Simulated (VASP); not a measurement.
Runs of VASP 6.6.1 on Pb. The structure is that of space group Fm-3m (No. 225), or close to it. The cells are those of the table. 

```csv
task,level,cell,gap on the mesh (eV),pressure (GPa),relaxed volume (Å³/atom)
single point,PBEsol,"a = 3.494 Å, angles 60.0°, 1 atom",none,-0.1,-
single point,PBE,"a = 3.566 Å, angles 60.0°, 1 atom",none,-0.1,-
relaxation of cell and atoms,PBEsol,"relaxed from a = 3.500 Å, angles 60.0°, 1 atom",none,0.0,(a)
single point,PBE+D4,"a = 3.512 Å, angles 60.0°, 1 atom",none,-0.1,-
relaxation of cell and atoms,PBE,"relaxed from a = 3.500 Å, angles 60.0°, 1 atom",none,0.0,32.01
relaxation of cell and atoms,PBE+D4,"relaxed from a = 3.500 Å, angles 60.0°, 1 atom",none,0.0,30.57
```

Alike in all rows: potentials or basis VASP PAW PBE potentials, release 64 (Pb_d); no spin polarisation; k mesh 8 × 8 × 8; cutoff (eV) 500; smearing methfessel-paxton 0.1 eV.

Question: Fill in the values left out.

Answer: (a) 30.12.

Caveats: spin-orbit coupling is left out, which moves the levels of the heavy elements; the PAW data sets were made with another functional, which shifts forces and pressure a little (some runs); pairwise dispersion overbinds metals, which lowers pressure and volume (some runs).

A k mesh can miss the band edges, and the runs leave out spin-orbit coupling on Pb.

A gap of «none» marks levels without a gap at the run's occupations.
